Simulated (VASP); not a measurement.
# SnTe (Fm-3m) in VASP: single point with r2SCAN

Aim: the single point of SnTe with r2SCAN.

All numbers are computed with VASP 6.6.1; they aren't measurements. Logs are shortened: lines on timing, memory, paths and dates and some standing lists are left out, and cuts for length are marked.

## Step 1: The cell of the first run

It takes space group Fm-3m (No. 225, cubic). The conventional cell has a = 6.293 Å, b = 6.293 Å, c = 6.293 Å, α = 90.00°, β = 90.00°, γ = 90.00°. Te (site symmetry m-3m) has 6 Sn at 3.15 Å within 4.1 Å. Within 4.1 Å of Sn (site symmetry m-3m) lie 6 Te at 3.15 Å.

## Step 2: Single point, r2SCAN

Input file POSCAR:

```
SnTe
1.0
    0.0000000000      3.1462670000      3.1462670000
    3.1462670000      0.0000000000      3.1462670000
    3.1462670000      3.1462670000      0.0000000000
Te Sn
1 1
Direct
    0.5000000000      0.5000000000      0.5000000000
    0.0000000000      0.0000000000      0.0000000000
```

Input file INCAR.step1:

```
  PREC = Accurate
  ENCUT = 520
  ISMEAR = 0
  SIGMA = 0.042
  LREAL = False
  LASPH = True
  NELM = 80
  NBANDS = 17
  GGA = PE
  ALGO = Normal
  EDIFF = 1E-4
  LWAVE = True
  LCHARG = False
```

Input file INCAR.step2:

```
  PREC = Accurate
  ENCUT = 520
  EDIFF = 1E-6
  ISMEAR = 0
  SIGMA = 0.042
  LREAL = False
  LASPH = True
  NELM = 80
  ALGO = Normal
  ISIF = 2
  LWAVE = False
  LCHARG = False
  METAGGA = R2SCAN
  LMIXTAU = True
  NBANDS = 17
  ISTART = 1
```

Input file KPOINTS:

```
Automatic mesh
0
Gamma
  7 7 7
```

Potentials or basis: VASP PAW PBE potentials, release 64 (Te, Sn_d).

Run with:

```console
$ cat potpaw_PBE.64/Te/POTCAR potpaw_PBE.64/Sn_d/POTCAR > POTCAR
$ cp INCAR.step1 INCAR
$ mpirun -np 1 vasp_std > vasp.out
$ cp INCAR.step2 INCAR
$ mpirun -np 1 vasp_std > vasp.out
```

OUTCAR:

```text
PREC = Accurate
   ENCUT = 520
   EDIFF = 1E-6
   ISMEAR = 0
   LREAL = False
   LASPH = True
   NELM = 80
   ISIF = 2
   METAGGA = R2SCAN
   ISTART = 1

 ion  position               nearest neighbor table
   1  0.500  0.500  0.500-   2 3.15   2 3.15   2 3.15   2 3.15   2 3.15   2 3.15
   2  0.000  0.000  0.000-   1 3.15   1 3.15   1 3.15   1 3.15   1 3.15   1 3.15

  LATTYP: Found a face centered cubic cell.
 ALAT       =     6.2925340000

  Lattice vectors:

 A1 = (   0.0000000000,   3.1462670000,   3.1462670000)
 A2 = (   3.1462670000,   0.0000000000,   3.1462670000)
 A3 = (   3.1462670000,   3.1462670000,   0.0000000000)

Analysis of symmetry for initial positions (statically):
=====================================================================
 Subroutine PRICEL returns:
 Original cell was already a primitive cell.

 Routine SETGRP: Setting up the symmetry group for a
 face centered cubic supercell.

 Subroutine GETGRP returns: Found 48 space group operations
 (whereof 48 operations were pure point group operations)
 out of a pool of 48 trial point group operations.

The static configuration has the point symmetry O_h .

Analysis of symmetry for dynamics (positions and initial velocities):
=====================================================================
 Subroutine PRICEL returns:
 Original cell was already a primitive cell.

 Routine SETGRP: Setting up the symmetry group for a
 face centered cubic supercell.

 Subroutine GETGRP returns: Found 48 space group operations
 (whereof 48 operations were pure point group operations)
 out of a pool of 48 trial point group operations.

The dynamic configuration has the point symmetry O_h .

 Subroutine INISYM returns: Found 48 space group operations
 (whereof 48 operations are pure point group operations),
 and found     1 'primitive' translations

----------------------------------------------------------------------------------------

                                     Primitive cell

  volume of cell :      62.2898

  direct lattice vectors                    reciprocal lattice vectors
     0.000000000  3.146267000  3.146267000    -0.158918490  0.158918490  0.158918490
     3.146267000  0.000000000  3.146267000     0.158918490 -0.158918490  0.158918490
     3.146267000  3.146267000  0.000000000     0.158918490  0.158918490 -0.158918490

  length of vectors
     4.449493462  4.449493462  4.449493462     0.275254899  0.275254899  0.275254899

  position of ions in fractional coordinates (direct lattice)
     0.500000000  0.500000000  0.500000000
     0.000000000  0.000000000  0.000000000

  ion indices of the primitive-cell ions
   primitive index   ion index
                 1           1
                 2           2

----------------------------------------------------------------------------------------

 KPOINTS: Automatic mesh

Automatic generation of k-mesh.
 Grid dimensions read from file:
 generate k-points for:    7    7    7

 Generating k-lattice:

  Cartesian coordinates                     Fractional coordinates (reciprocal lattice)
    -0.022702641  0.022702641  0.022702641     0.142857143  0.000000000  0.000000000
     0.022702641 -0.022702641  0.022702641     0.000000000  0.142857143  0.000000000
     0.022702641  0.022702641 -0.022702641     0.000000000  0.000000000  0.142857143

  Length of vectors
     0.039322128  0.039322128  0.039322128

  Shift w.r.t. Gamma in fractional coordinates (k-lattice)
     0.000000000  0.000000000  0.000000000

 Subroutine IBZKPT returns following result:
 ===========================================

 Found     20 irreducible k-points:

 Following reciprocal coordinates:
            Coordinates               Weight
  0.000000  0.000000  0.000000      1.000000
  0.142857  0.000000  0.000000      8.000000
  0.285714  0.000000  0.000000      8.000000
  0.428571  0.000000  0.000000      8.000000
  0.142857  0.142857  0.000000      6.000000
  0.285714  0.142857  0.000000     24.000000
[... 12 lines left out ...]
 -0.428571  0.428571  0.142857     24.000000
 -0.285714  0.428571  0.142857     24.000000
   k-points           NKPTS =     20   k-points in BZ     NKDIM =     20   number of bands    NBANDS=     17
   number of dos      NEDOS =    301   number of ions     NIONS =      2
   total plane-waves  NPLWV =  46656
   dimension x,y,z NGX =    36 NGY =   36 NGZ =   36
   dimension x,y,z NGXF=    72 NGYF=   72 NGZF=   72
   ions per type =               1   1
   NGX,Y,Z   is equivalent  to a cutoff of  13.45, 13.45, 13.45 a.u.
   NGXF,Y,Z  is equivalent  to a cutoff of  26.90, 26.90, 26.90 a.u.
 SYSTEM =  unknown system
   PREC   = accura    normal or accurate (medium, high low for compatibility)
   ISTART =      1    job   : 0-new  1-cont  2-samecut
   ICHARG =      0    charge: 1-file 2-atom 10-const
   ISPIN  =      1    spin polarized calculation?
   LNONCOLLINEAR =      F non collinear calculations
   LSORBIT =      F    spin-orbit coupling
   LASPH  =      T    aspherical Exc in radial PAW
   ENCUT  =  520.0 eV  38.22 Ry    6.18 a.u.   8.27  8.27  8.27*2*pi/ulx,y,z
   NELM   =     80;   NELMIN=  2; NELMDL=  0     # of ELM steps
   EDIFF  = 0.1E-05   stopping-criterion for ELM
   LREAL  =      F    real-space projection
   EDIFFG = 0.1E-04   stopping-criterion for IOM
   NSW    =      0    number of steps for IOM
   IBRION =     -1    ionic relax: 0-MD 1-quasi-New 2-CG
   NFREE  =      0    steps in history (QN), initial steepest desc. (CG)
   ISIF   =      2    stress and relaxation
   ISYM   =      2    0-nonsym 1-usesym 2-fastsym
   POTIM  = 0.5000    time-step for ionic-motion
   TEBEG  =    0.0;   TEEND  =   0.0 temperature during run
   PSTRESS=    0.0 pullay stress
   NELECT =      20.0000    total number of electrons
   NUPDOWN=      -1.0000    fix difference up-down
   EMIN   =  10.00;   EMAX   =-10.00  energy-range for DOS
   EFERMI =   0.00;   METHOD = LEGACY
   ISMEAR =     0;   SIGMA  =   0.04  broadening in eV -4-tet -1-fermi 0-gaus
   EFERMI_NEDOS =   21; number of points for ismear=-14 and -15
   IALGO  =     38    algorithm
   IMIX   =      4    mixing-type and parameters
     AMIX     =   0.40;   BMIX     =  1.00
     AMIX_MAG =   1.60;   BMIX_MAG =  1.00
  volume/ion in A,a.u.               =      31.14       210.18
  Fermi-wavevector in a.u.,A,eV,Ry     =   1.121018  2.118417 17.098188  1.256681
  Thomas-Fermi vector in A             =   2.257669
   LORBIT       =      0    0 simple, 1 ext, 2 COOP (PROOUT), +10 PAW based schemes
   METAGGA = R2SCAN    functional components
   LHFCALC =     F    Hartree Fock is set to
   AEXX    =    0.0000 exact exchange contribution
   IVDW    =     0    specifies the selected vdW correction
   LEPSILON=     F    determine dielectric tensor
   LRPA    =     F    only Hartree local field effects (RPA)
 non-spin polarized calculation
 Gauss-broadening in eV      SIGMA  =   0.04
  energy-cutoff  :      520.00
  volume of cell :       62.29
 maximum number of plane-waves:      1693
 NGX is ok and might be reduce to    36
   NGX = 17   NGY = 17   NGZ = 17

 number of electron      19.9999998 magnetization

 Free energy of the ion-electron system (eV)
  ---------------------------------------------------
  ext. energy  EPLUGINS =         0.00000000
  ---------------------------------------------------
  free energy    TOTEN  =       -50.67706532 eV

  energy without entropy =      -50.67706532  energy(sigma->0) =      -50.67706532

 E-fermi :   7.1328     XC(G=0): -10.0914

 val. band max:        6.8624350348   @ k =   0.4286   0.0000   0.0000
 cond. band min:       7.4646940606   @ k =   0.4286   0.0000   0.0000
 fundamental gap:      0.6022590259
 Fermi energy:         7.1327679251

 k-point     1 :       0.0000    0.0000    0.0000
  band No.  band energies     occupation
      1     -15.6876      2.00000
      2     -15.6876      2.00000
      3     -15.6762      2.00000
      4     -15.6762      2.00000
      5     -15.6762      2.00000
      6      -6.4649      2.00000
[... 9 lines left out ...]
     16      12.0283      0.00000
     17      14.1215      0.00000

 k-point     2 :       0.1429    0.0000    0.0000
  band No.  band energies     occupation
      1     -15.6886      2.00000
      2     -15.6886      2.00000
      3     -15.6758      2.00000
      4     -15.6750      2.00000
      5     -15.6750      2.00000
      6      -6.2828      2.00000
[... 9 lines left out ...]
     16      12.4598      0.00000
     17      15.4075      0.00000

 k-point     3 :       0.2857    0.0000    0.0000
  band No.  band energies     occupation
      1     -15.6911      2.00000
      2     -15.6911      2.00000
      3     -15.6751      2.00000
      4     -15.6720      2.00000
      5     -15.6720      2.00000
      6      -5.7825      2.00000
[... 9 lines left out ...]
     16      13.6493      0.00000
     17      17.9515      0.00000

 k-point     4 :       0.4286    0.0000    0.0000
  band No.  band energies     occupation
      1     -15.6933      2.00000
      2     -15.6933      2.00000
      3     -15.6746      2.00000
      4     -15.6694      2.00000
      5     -15.6694      2.00000
      6      -5.2042      2.00000
[... 9 lines left out ...]
     16      15.4577      0.00000
     17      17.0772      0.00000

 k-point     5 :       0.1429    0.1429    0.0000
  band No.  band energies     occupation
      1     -15.6910      2.00000
      2     -15.6867      2.00000
      3     -15.6769      2.00000
      4     -15.6741      2.00000
      5     -15.6741      2.00000
      6      -6.2227      2.00000
[... 9 lines left out ...]
     16      13.1605      0.00000
     17      14.3572      0.00000

 k-point     6 :       0.2857    0.1429    0.0000
  band No.  band energies     occupation
      1     -15.6944      2.00000
      2     -15.6873      2.00000
      3     -15.6767      2.00000
      4     -15.6719      2.00000
      5     -15.6713      2.00000
      6      -5.8291      2.00000
[... 9 lines left out ...]
     16      14.3733      0.00000
     17      15.9213      0.00000

 k-point     7 :       0.4286    0.1429    0.0000
  band No.  band energies     occupation
      1     -15.6963      2.00000
      2     -15.6900      2.00000
      3     -15.6749      2.00000
      4     -15.6703      2.00000
      5     -15.6687      2.00000
      6      -5.2559      2.00000
[... 9 lines left out ...]
     16      16.1064      0.00000
     17      16.9829      0.00000

 k-point     8 :      -0.4286    0.1429    0.0000
  band No.  band energies     occupation
      1     -15.6954      2.00000
      2     -15.6924      2.00000
      3     -15.6736      2.00000
      4     -15.6698      2.00000
      5     -15.6687      2.00000
      6      -5.0090      2.00000
[... 9 lines left out ...]
     16      15.3154      0.00000
     17      17.7004      0.00000
[... 123 lines left out ...]
      1     -15.7076      2.00000
      2     -15.6828      2.00000
      3     -15.6800      2.00000
      4     -15.6652      2.00000
      5     -15.6652      2.00000
      6      -4.8790      2.00000
[... 9 lines left out ...]
     16      17.5609      0.00000
     17      18.4271      0.00000

 k-point    16 :      -0.4286    0.4286    0.0000
  band No.  band energies     occupation
      1     -15.7068      2.00000
      2     -15.6841      2.00000
      3     -15.6787      2.00000
      4     -15.6656      2.00000
      5     -15.6651      2.00000
      6      -4.7295      2.00000
[... 9 lines left out ...]
     16      17.0237      0.00000
     17      17.4155      0.00000

 k-point    17 :       0.4286    0.2857    0.1429
  band No.  band energies     occupation
      1     -15.6976      2.00000
      2     -15.6878      2.00000
      3     -15.6762      2.00000
      4     -15.6697      2.00000
      5     -15.6694      2.00000
      6      -5.3923      2.00000
[... 9 lines left out ...]
     16      15.7775      0.00000
     17      16.6560      0.00000

 k-point    18 :      -0.4286    0.2857    0.1429
  band No.  band energies     occupation
      1     -15.6987      2.00000
      2     -15.6898      2.00000
      3     -15.6738      2.00000
      4     -15.6705      2.00000
      5     -15.6672      2.00000
      6      -4.9265      2.00000
[... 9 lines left out ...]
     16      16.2511      0.00000
     17      17.5663      0.00000

 k-point    19 :      -0.4286    0.4286    0.1429
  band No.  band energies     occupation
      1     -15.7042      2.00000
      2     -15.6859      2.00000
      3     -15.6772      2.00000
      4     -15.6679      2.00000
      5     -15.6652      2.00000
      6      -4.7977      2.00000
[... 9 lines left out ...]
     16      17.0883      0.00000
     17      18.0571      0.00000

 k-point    20 :      -0.2857    0.4286    0.1429
  band No.  band energies     occupation
      1     -15.7018      2.00000
      2     -15.6883      2.00000
      3     -15.6739      2.00000
      4     -15.6708      2.00000
      5     -15.6652      2.00000
      6      -4.7007      2.00000
[... 9 lines left out ...]
     16      17.2887      0.00000
     17      17.9879      0.00000

------------------------ aborting loop because EDIFF is reached ----------------------------------------

  FORCE on cell =-STRESS in cart. coord.  units (eV):
  Direction    XX          YY          ZZ          XY          YZ          ZX
  --------------------------------------------------------------------------------------
  -------------------------------------------------------------------------------------
  Total        0.6787624      0.6787624      0.6787624     -0.0000000      0.0000000      0.0000000
  in kB       17.4586885     17.4586885     17.4586885     -0.0000000      0.0000000      0.0000000
  external PRESSURE =      17.4586885 kB  Pullay stress =       0.0000000 kB

 VOLUME and BASIS-vectors are now :
 -----------------------------------------------------------------------------
  energy-cutoff  :      520.00
  volume of cell :       62.29
      direct lattice vectors                 reciprocal lattice vectors
     0.000000000  3.146267000  3.146267000    -0.158918490  0.158918490  0.158918490
     3.146267000  0.000000000  3.146267000     0.158918490 -0.158918490  0.158918490
     3.146267000  3.146267000  0.000000000     0.158918490  0.158918490 -0.158918490

 POSITION                                       TOTAL-FORCE (eV/Angst)
 -----------------------------------------------------------------------------------
      3.14627      3.14627      3.14627        -0.000000     -0.000000     -0.000000
      0.00000      0.00000      0.00000         0.000000      0.000000      0.000000
 -----------------------------------------------------------------------------------
    total drift:                               -0.000000      0.000000      0.000000

  FREE ENERGIE OF THE ION-ELECTRON SYSTEM (eV)
  ---------------------------------------------------
  free  energy   TOTEN  =       -50.6770653244 eV

  energy  without entropy=      -50.6770653244  energy(sigma->0) =      -50.67706532
```

Wall time 2.7 min (1 thread of Intel Xeon 6975P-C, shared host); peak memory 0.22 GiB.

What came out:

```yaml
Free_energy: -50.6771 eV
Pressure: 1.7 GPa
```

Caveat: this odd mesh misses L, where the gap lies, so gap, dielectric constants and Born charges aren't listed; the PAW data sets were made with another functional, which shifts forces and pressure a little; spin-orbit coupling is left out, which moves the levels of the heavy elements.
